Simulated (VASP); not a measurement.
# Ba3Ti4O11 in VASP: single point with PBEsol

Aim: the single point of Ba3Ti4O11 with PBEsol.

All numbers are computed with VASP 6.6.1; they aren't measurements. Logs are shortened: lines on timing, memory, paths and dates and some standing lists are left out, and cuts for length are marked.

### Step 1. The cell of the first run

The cell holds a slab with vacuum, 18 atoms: a = 3.956 Å, b = 4.043 Å, c = 26.867 Å, α = 90.00°, β = 90.00°, γ = 90.00°.

### Step 2. Single point, PBEsol

INCAR reads:

```
SYSTEM = Ba3Ti4O11
PREC = Accurate ; ENCUT = 520
EDIFF = 1E-6 ; ISMEAR = 0
SIGMA = 0.05 ; LREAL = Auto
LASPH = .True. ; NELM = 80
ALGO = Normal ; ISIF = 2
LWAVE = .False. ; LCHARG = .True.
LDIPOL = .True. ; IDIPOL = 3
DIPOL = 0.5 0.5 0.500 ; GGA = PS
LELF = .True. ; LVHAR = .True.
LVACPOTAV = .True. ; NBANDS = 87
```

KPOINTS reads:

```
regular mesh
0
Gamma
  7 7 1
  0 0 0
```

POSCAR reads:

```
Ba3Ti4O11
1.0
    3.9557417201      0.0000000000      0.0000000000
    0.0000000000      4.0433218633      0.0000000000
    0.0000000000      0.0000000000     26.8672251603
Ti O Ba
4 11 3
Direct
    0.5000000000      0.5231671678      0.2834032882
    0.5000000000      0.5259069119      0.4270388477
    0.5000000000      0.5259069265      0.5729611543
    0.5000000000      0.5231671189      0.7165967099
    0.5000000000      0.9631453983      0.2795536476
    0.0000000000      0.4785121884      0.2790868849
    0.5000000000      0.4885242756      0.3525436632
    0.5000000000      0.9765404513      0.4264590313
    0.0000000000      0.4874872476      0.4264633661
    0.5000000000      0.4896345839      0.5000000024
    0.5000000000      0.9765404546      0.5735409688
    0.0000000000      0.4874872396      0.5735366321
    0.5000000000      0.4885242630      0.6474563375
    0.5000000000      0.9631453520      0.7204463596
    0.0000000000      0.4785121258      0.7209131114
    0.0000000000      0.0057911033      0.3491230752
    0.0000000000      0.0094180516      0.4999999981
    0.0000000000      0.0057910827      0.6508769218
```

Potentials or basis: VASP PAW PBE potentials, release 64 (Ti_sv, O, Ba_sv).

Started as:

```console
$ cat potpaw_PBE.64/Ti_sv/POTCAR potpaw_PBE.64/O/POTCAR potpaw_PBE.64/Ba_sv/POTCAR > POTCAR
$ mpirun -np 1 vasp_std > vasp.out
```

OUTCAR:

```text
SYSTEM = Ba3Ti4O11
   PREC = Accurate
   ENCUT = 520
   EDIFF = 1E-6
   ISMEAR = 0
   LREAL = Auto
   LASPH = .True.
   NELM = 80
   ISIF = 2
   GGA = PS

 ion  position               nearest neighbor table
   1  0.500  0.523  0.283-   5 1.78   7 1.86   6 1.99   6 1.99   5 2.27  16 3.29  16 3.29  16 3.38
                            16 3.38
   2  0.500  0.526  0.427-   8 1.82  10 1.97   9 1.98   9 1.98   7 2.01   8 2.22  17 3.40  17 3.40
                            16 3.47  16 3.47  17 3.48  17 3.48  16 3.57  16 3.57
   3  0.500  0.526  0.573-  11 1.82  10 1.97  12 1.98  12 1.98  13 2.01  11 2.22  17 3.40  17 3.40
                            18 3.47  18 3.47  17 3.48  17 3.48  18 3.57  18 3.57
   4  0.500  0.523  0.717-  14 1.78  13 1.86  15 1.99  15 1.99  14 2.27  18 3.29  18 3.29  18 3.38
                            18 3.38
   5  0.500  0.963  0.280-   1 1.78   1 2.27  16 2.73  16 2.73
   6  0.000  0.479  0.279-   1 1.99   1 1.99  16 2.68  16 2.84
   7  0.500  0.489  0.353-   1 1.86   2 2.01  16 2.78  16 2.78  16 2.88  16 2.88
   8  0.500  0.977  0.426-   2 1.82   2 2.22  17 2.80  17 2.80  16 2.87  16 2.87
   9  0.000  0.487  0.426-   2 1.98   2 1.98  17 2.76  16 2.85  17 2.89  16 2.95
  10  0.500  0.490  0.500-   3 1.97   2 1.97  17 2.77  17 2.77  17 2.89  17 2.89
  11  0.500  0.977  0.574-   3 1.82   3 2.22  17 2.80  17 2.80  18 2.87  18 2.87
  12  0.000  0.487  0.574-   3 1.98   3 1.98  17 2.76  18 2.85  17 2.89  18 2.95
  13  0.500  0.489  0.647-   4 1.86   3 2.01  18 2.78  18 2.78  18 2.88  18 2.88
  14  0.500  0.963  0.720-   4 1.78   4 2.27  18 2.73  18 2.73
  15  0.000  0.479  0.721-   4 1.99   4 1.99  18 2.68  18 2.84
  16  0.000  0.006  0.349-   6 2.68   5 2.73   5 2.73   7 2.78   7 2.78   6 2.84   9 2.85   8 2.87
                             8 2.87   7 2.88   7 2.88   9 2.95   1 3.29   1 3.29   1 3.38   1 3.38
  17  0.000  0.009  0.500-   9 2.76  12 2.76  10 2.77  10 2.77   8 2.80   8 2.80  11 2.80  11 2.80
                            10 2.89  10 2.89   9 2.89  12 2.89   2 3.40   2 3.40   3 3.40   3 3.40
  18  0.000  0.006  0.651-  15 2.68  14 2.73  14 2.73  13 2.78  13 2.78  15 2.84  12 2.85  11 2.87
                            11 2.87  13 2.88  13 2.88  12 2.95   4 3.29   4 3.29   4 3.38   4 3.38

  LATTYP: Found a simple orthorhombic cell.
 ALAT       =     3.9557417201
 B/A-ratio  =     1.0221400054
 C/A-ratio  =     6.7919563666

  Lattice vectors:

 A1 = (   3.9557417201,   0.0000000000,   0.0000000000)
 A2 = (   0.0000000000,   4.0433218633,   0.0000000000)
 A3 = (   0.0000000000,   0.0000000000,  26.8672251603)

Analysis of symmetry for initial positions (statically):
=====================================================================
 Subroutine PRICEL returns:
 Original cell was already a primitive cell.

 Routine SETGRP: Setting up the symmetry group for a
 simple orthorhombic supercell.

 Subroutine GETGRP returns: Found  4 space group operations
 (whereof  4 operations were pure point group operations)
 out of a pool of  8 trial point group operations.

The static configuration has the point symmetry C_2v.

Analysis of symmetry for dynamics (positions and initial velocities):
=====================================================================
 Subroutine PRICEL returns:
 Original cell was already a primitive cell.

 Routine SETGRP: Setting up the symmetry group for a
 simple orthorhombic supercell.

 Subroutine GETGRP returns: Found  4 space group operations
 (whereof  4 operations were pure point group operations)
 out of a pool of  8 trial point group operations.

The dynamic configuration has the point symmetry C_2v.

 Subroutine INISYM returns: Found  4 space group operations
 (whereof  4 operations are pure point group operations),
 and found     1 'primitive' translations

----------------------------------------------------------------------------------------

                                     Primitive cell

  volume of cell :     429.7235

  direct lattice vectors                    reciprocal lattice vectors
     3.955741720  0.000000000  0.000000000     0.252797091  0.000000000  0.000000000
     0.000000000  4.043321863  0.000000000     0.000000000  0.247321394  0.000000000
     0.000000000  0.000000000 26.867225160     0.000000000  0.000000000  0.037220070

  length of vectors
     3.955741720  4.043321863 26.867225160     0.252797091  0.247321394  0.037220070

  position of ions in fractional coordinates (direct lattice)
     0.500000000  0.523167168  0.283403288
     0.500000000  0.525906912  0.427038848
[... 49 lines left out ...]
     0.036113870  0.000000000  0.000000000     0.142857143  0.000000000  0.000000000
     0.000000000  0.035331628  0.000000000     0.000000000  0.142857143  0.000000000
     0.000000000  0.000000000  0.037220070     0.000000000  0.000000000  1.000000000

  Length of vectors
     0.036113870  0.035331628  0.037220070

  Shift w.r.t. Gamma in fractional coordinates (k-lattice)
     0.000000000  0.000000000  0.000000000

 Subroutine IBZKPT returns following result:
 ===========================================

 Found     16 irreducible k-points:

 Following reciprocal coordinates:
            Coordinates               Weight
  0.000000  0.000000  0.000000      1.000000
  0.142857  0.000000  0.000000      2.000000
  0.285714  0.000000  0.000000      2.000000
  0.428571  0.000000  0.000000      2.000000
  0.000000  0.142857  0.000000      2.000000
  0.142857  0.142857  0.000000      4.000000
[... 8 lines left out ...]
  0.285714  0.428571  0.000000      4.000000
  0.428571  0.428571  0.000000      4.000000
   k-points           NKPTS =     16   k-points in BZ     NKDIM =     16   number of bands    NBANDS=     87
   number of dos      NEDOS =    301   number of ions     NIONS =     18
   total plane-waves  NPLWV = 180000
   dimension x,y,z NGX =    30 NGY =   30 NGZ =  200
   dimension x,y,z NGXF=    60 NGYF=   60 NGZF=  400
   ions per type =               4  11   3
   NGX,Y,Z   is equivalent  to a cutoff of  12.61, 12.33, 12.38 a.u.
   NGXF,Y,Z  is equivalent  to a cutoff of  25.22, 24.67, 24.75 a.u.
 SYSTEM =  Ba3Ti4O11
   PREC   = accura    normal or accurate (medium, high low for compatibility)
   ISTART =      0    job   : 0-new  1-cont  2-samecut
   ICHARG =      2    charge: 1-file 2-atom 10-const
   ISPIN  =      1    spin polarized calculation?
   LNONCOLLINEAR =      F non collinear calculations
   LSORBIT =      F    spin-orbit coupling
   LASPH  =      T    aspherical Exc in radial PAW
   ENCUT  =  520.0 eV  38.22 Ry    6.18 a.u.   7.36  7.52 49.96*2*pi/ulx,y,z
   NELM   =     80;   NELMIN=  2; NELMDL= -5     # of ELM steps
   EDIFF  = 0.1E-05   stopping-criterion for ELM
   LREAL  =      T    real-space projection
   EDIFFG = 0.1E-04   stopping-criterion for IOM
   NSW    =      0    number of steps for IOM
   IBRION =     -1    ionic relax: 0-MD 1-quasi-New 2-CG
   NFREE  =      0    steps in history (QN), initial steepest desc. (CG)
   ISIF   =      2    stress and relaxation
   ISYM   =      2    0-nonsym 1-usesym 2-fastsym
   POTIM  = 0.5000    time-step for ionic-motion
   TEBEG  =    0.0;   TEEND  =   0.0 temperature during run
   PSTRESS=    0.0 pullay stress
   NELECT =     144.0000    total number of electrons
   NUPDOWN=      -1.0000    fix difference up-down
   EMIN   =  10.00;   EMAX   =-10.00  energy-range for DOS
   EFERMI =   0.00;   METHOD = LEGACY
   ISMEAR =     0;   SIGMA  =   0.05  broadening in eV -4-tet -1-fermi 0-gaus
   EFERMI_NEDOS =   21; number of points for ismear=-14 and -15
   IALGO  =     38    algorithm
   IMIX   =      4    mixing-type and parameters
     AMIX     =   0.40;   BMIX     =  1.00
     AMIX_MAG =   1.60;   BMIX_MAG =  1.00
  volume/ion in A,a.u.               =      23.87       161.11
  Fermi-wavevector in a.u.,A,eV,Ry     =   1.137102  2.148811 17.592337  1.293000
  Thomas-Fermi vector in A             =   2.273807
   LORBIT       =      0    0 simple, 1 ext, 2 COOP (PROOUT), +10 PAW based schemes
   GGA     = PS    functional components
   LHFCALC =     F    Hartree Fock is set to
   AEXX    =    0.0000 exact exchange contribution
   IVDW    =     0    specifies the selected vdW correction
   LEPSILON=     F    determine dielectric tensor
   LRPA    =     F    only Hartree local field effects (RPA)
 non-spin polarized calculation
 Gauss-broadening in eV      SIGMA  =   0.05
  energy-cutoff  :      520.00
  volume of cell :      429.72
 maximum number of plane-waves:     11671
 NGX is ok and might be reduce to    30
   NGX = 15   NGY = 15   NGZ = 99

 number of electron     143.9999978 magnetization

 dipolmoment           0.000000      0.000000      0.000001 electrons x Angstroem

 Free energy of the ion-electron system (eV)
  ---------------------------------------------------
  ext. energy  EPLUGINS =         0.00000000
  ---------------------------------------------------
  free energy    TOTEN  =      -151.75683154 eV

  energy without entropy =     -151.75683154  energy(sigma->0) =     -151.75683154

 E-fermi :  -0.1489     XC(G=0):  -6.4412

 val. band max:       -0.4843635557   @ k =   0.4286   0.4286   0.0000
 cond. band min:       0.7886757093   @ k =   0.0000   0.0000   0.0000
 fundamental gap:      1.2730392651
 Fermi energy:        -0.1489424231

 k-point     1 :       0.0000    0.0000    0.0000
  band No.  band energies     occupation
      1     -57.4048      2.00000
      2     -57.4040      2.00000
      3     -56.9467      2.00000
      4     -56.9467      2.00000
      5     -33.8228      2.00000
      6     -33.8084      2.00000
[... 1381 lines left out ...]
     83       3.4784      0.00000
     84       3.6194      0.00000
 [bands above 84 left out]

------------------------ aborting loop because EDIFF is reached ----------------------------------------

  FORCE on cell =-STRESS in cart. coord.  units (eV):
  Direction    XX          YY          ZZ          XY          YZ          ZX
  --------------------------------------------------------------------------------------
  -------------------------------------------------------------------------------------
  Total       -5.3882672     -0.0104648      2.3657497      0.0000000      0.0000000      0.0000000
  in kB      -20.0895704     -0.0390169      8.8204416      0.0000000      0.0000000      0.0000000
  external PRESSURE =      -3.7693819 kB  Pullay stress =       0.0000000 kB

 VOLUME and BASIS-vectors are now :
 -----------------------------------------------------------------------------
  energy-cutoff  :      520.00
  volume of cell :      429.72
      direct lattice vectors                 reciprocal lattice vectors
     3.955741720  0.000000000  0.000000000     0.252797091  0.000000000  0.000000000
     0.000000000  4.043321863  0.000000000     0.000000000  0.247321394  0.000000000
     0.000000000  0.000000000 26.867225160     0.000000000  0.000000000  0.037220070

 POSITION                                       TOTAL-FORCE (eV/Angst)
 -----------------------------------------------------------------------------------
      1.97787      2.11533      7.61426        -0.000000     -0.106184     -0.109157
      1.97787      2.12641     11.47335         0.000000     -0.066026     -0.009305
      1.97787      2.12641     15.39388         0.000000     -0.066026      0.009305
      1.97787      2.11533     19.25297        -0.000000     -0.106184      0.109157
      1.97787      3.89431      7.51083        -0.000000      0.102009     -0.093594
      0.00000      1.93478      7.49829         0.000000      0.023805     -0.092836
[... 10 lines left out ...]
      0.00000      0.03808     13.43361         0.000000     -0.039739     -0.000000
      0.00000      0.02342     17.48726         0.000000     -0.030782     -0.070903
 -----------------------------------------------------------------------------------
    total drift:                                0.000000      0.020347     -0.000010

  FREE ENERGIE OF THE ION-ELECTRON SYSTEM (eV)
  ---------------------------------------------------
  free  energy   TOTEN  =      -151.7568315352 eV

  energy  without entropy=     -151.7568315352  energy(sigma->0) =     -151.75683154

 vacuum level on the upper side and lower side of the slab         5.194         5.194
```

It took 50 min on 1 thread of Intel Xeon 8259CL, shared host; peak memory 0.67 GiB.

What came out:

* Free energy: -151.7568 eV
* Largest force: 0.152 eV/Å
* Band gap on the k mesh: 1.27 eV (least direct gap 2.01 eV)

Forces on the atoms (eV/Å):
```
Ti   0.000 -0.106 -0.109
Ti   0.000 -0.066 -0.009
Ti   0.000 -0.066  0.009
Ti   0.000 -0.106  0.109
O    0.000  0.102 -0.094
O    0.000  0.024 -0.093
O    0.000  0.013  0.066
O    0.000  0.065 -0.013
O    0.000  0.010 -0.010
O    0.000  0.019  0.000
O    0.000  0.065  0.013
O    0.000  0.010  0.010
O    0.000  0.013 -0.066
O    0.000  0.102  0.094
O    0.000  0.024  0.093
Ba   0.000 -0.031  0.071
Ba   0.000 -0.040  0.000
Ba   0.000 -0.031 -0.071
```

Levels at points of the mesh, in eV from the valence-band top:
| k point | band 69 | band 70 | band 71 | band 72 | band 73 | band 74 | band 75 | band 76 |
| --- | --- | --- | --- | --- | --- | --- | --- | --- |
| (0.00, 0.00, 0.00) | -1.14 | -1.12 | -0.75 | -0.74 | 1.27 | 1.59 | 1.67 | 1.74 |

Caveat: the PAW data sets were made with another functional, which shifts forces and pressure a little; spin-orbit coupling is left out, which moves the levels of the heavy elements.
